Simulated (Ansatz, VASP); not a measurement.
## Zn in VASP and in Ansatz

```
Zn
1.0
    -1.57943    1.57943    1.57943
     1.57943   -1.57943    1.57943
     1.57943    1.57943   -1.57943
Zn
1
Cartesian
  0.0000 0.0000 0.0000
```

Alike in both runs: task single point; functional PBE0; k mesh 8 × 8 × 8; occupations fermi-dirac, width 0.05 eV; no spin polarisation.

```csv
,VASP,Ansatz
version,VASP 6.6.1,Ansatz 0.2.0
potentials or method,"VASP PAW PBE potentials, release 64 (Zn)",Ansatz PAW
plane-wave cutoff (eV),520,420
valence electrons in the cell,12,12
```

|  | VASP | Ansatz | Ansatz less VASP |
| --- | --- | --- | --- |
| gap on the k mesh at the Fermi level (eV) | none | none | - |
| pressure (GPa) | -2.7 | -3.8 | -1.10 |

A gap of «none» marks a metal or a gap that the smearing closes.
